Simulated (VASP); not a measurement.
PbO:

```xyz
8
Lattice="-3.9212 3.9212 2.7727 3.9212 -3.9212 2.7727 3.9212 3.9212 -2.7727" Properties=species:S:1:pos:R:3 pbc="T T T"
Pb    1.9606    2.9409   -0.6932
Pb    1.9606    0.9803    2.0795
Pb   -0.9803    1.9606    3.4659
Pb    4.9015    1.9606    0.6932
O     0.9803    1.9606    3.4659
O     2.9409    1.9606    0.6932
O     1.9606   -0.9803    2.0795
O     1.9606    4.9015   -0.6932
```

The cell was generated, and may not be a known phase.

* Program: VASP 6.6.1
* Task: relaxation of cell and atoms
* Functional: PBE
* Potentials or basis: VASP PAW PBE potentials, release 64 (Pb_d, O)
* Cutoff: 600 eV
* k mesh: 4 × 4 × 4
* Occupations: gaussian, width 0.1 eV
* Spin: no spin polarisation

At the start: pressure 46.8 GPa; volume 21.32 Å³/atom.

Task: How do energy, volume and symmetry change on relaxing?

Result: Over 13 steps the energy falls by 1515.4 meV/atom and the volume is 35.70 Å³/atom (+67.5 %); space group I-42d (No. 122, to 0.1 Å) before and after.

The path:
| step | energy change (eV) | largest force (eV/Å) | pressure (GPa) | volume (Å³) |
| --- | --- | --- | --- | --- |
| 1 | 0.0000 | 0.2248 | 46.76 | 170.53 |
| 2 | -9.4007 | 0.0820 | -8.44 | 374.75 |
| 3 | -12.0937 | 0.1184 | 0.26 | 285.20 |
| 4 | -12.0944 | 0.1179 | -0.16 | 287.91 |
| 5 | -12.1003 | 0.0773 | 0.06 | 286.52 |
| 6 | -12.1031 | 0.0673 | 0.33 | 284.84 |
| 7 | -12.1070 | 0.0732 | 0.22 | 285.58 |
| 8 | -12.1113 | 0.0884 | -0.12 | 287.70 |
| 9 | -12.1139 | 0.0823 | -0.11 | 287.46 |
| 10 | -12.1191 | 0.0750 | -0.05 | 286.72 |
| 11 | -12.1192 | 0.0665 | 0.00 | 285.11 |
| 12 | -12.1207 | 0.0716 | -0.02 | 285.92 |
| 13 | -12.1229 | 0.0255 | 0.01 | 285.64 |

Final structure:
```xyz
8
Lattice="-4.5730 4.5730 3.4146 4.5730 -4.5730 3.4146 4.5730 4.5730 -3.4146" Properties=species:S:1:pos:R:3 pbc="T T T"
Pb    2.2865    3.4403   -0.8537
Pb    2.2865    1.1327    2.5610
Pb   -1.1327    2.2865    4.2683
Pb    5.7058    2.2865    0.8537
O     1.1909    2.2865    4.2683
O     3.3822    2.2865    0.8537
O     2.2865   -1.1909    2.5610
O     2.2865    5.7639   -0.8537
```

Caveat: the volume moved by over 15 % at a fixed basis, so the end points are rough.
